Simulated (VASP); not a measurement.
The system is BP.

```
CELL_PARAMETERS angstrom
0.00000 2.26832 2.24563
2.26832 0.00000 2.24563
2.26832 2.26832 0.00000
ATOMIC_POSITIONS crystal
B 0.00000 0.00000 0.00000
P 0.25000 0.25000 0.25000
```

This cell differs from its parent crystal: uniaxial z strain -1.0%.

Base run:

| Property | Result |
| --- | --- |
| Program | VASP 6.6.1 |
| Functional | PBE |
| Potentials or basis | VASP PAW PBE potentials, release 64 (B, P) |
| Cutoff | 520 eV |
| k mesh | 6 × 6 × 6 |
| Occupations | gaussian, width 0.01 eV |
| Spin | no spin polarisation |

Its results: band gap on the k mesh 1.17 eV, indirect (least direct gap 3.31 eV); pressure 2.9 GPa.

Q: After a change of settings the same cell gave: band gap on the k mesh 1.89 eV, indirect (least direct gap 4.25 eV); pressure -0.2 GPa. Which change was it?
A. functional from PBE to HSE06; further incar settings from ALGO = Normal; EDIFF = 1e-06; NBANDS = 11 to ALGO = Normal; EDIFF = 1e-07; NBANDS = 11
B. k mesh from 6 × 6 × 6 to 10 × 10 × 10; occupations from gaussian, width 0.01 eV to fermi-dirac, width 0.02 eV
C. functional from PBE to r2SCAN; k mesh from 6 × 6 × 6 to 10 × 10 × 10

A: A.

Caveats: the PAW data sets were made with another functional, which shifts forces and pressure a little (some runs).
